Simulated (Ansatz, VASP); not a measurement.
**Ca in VASP and in Ansatz**

```xyz
2
Lattice="4.0345 0.0000 0.0000 -2.0173 3.4940 0.0000 0.0000 0.0000 6.3450" Properties=species:S:1:pos:R:3 pbc="T T T"
Ca    0.0000    2.3293    1.5862
Ca    2.0173    1.1647    4.7587
```

Alike in both runs: task single point; functional r2SCAN; k mesh 18 × 18 × 8; occupations gaussian, width 0.15 eV; no spin polarisation.

|  | VASP | Ansatz |
| --- | --- | --- |
| version | VASP 6.6.1 | Ansatz 0.2.0 |
| potentials or method | VASP PAW PBE potentials, release 64 (Ca_sv), cutoff 520 eV | scalar-relativistic, plane waves, PAW |
| valence electrons in the cell | 20 | 20 |

|  | VASP | Ansatz | Ansatz less VASP |
| --- | --- | --- | --- |
| gap on the k mesh at the Fermi level (eV) | none | none | - |
| pressure (GPa) | -0.4 | -0.4 | -0.04 |
| traceless stress, the component that is largest in VASP (GPa) | 0.87 | 0.87 | -0.005 |

VASP's potentials were made for PBE, not for r2SCAN. A gap of «none» marks a metal or a gap that the smearing closes.
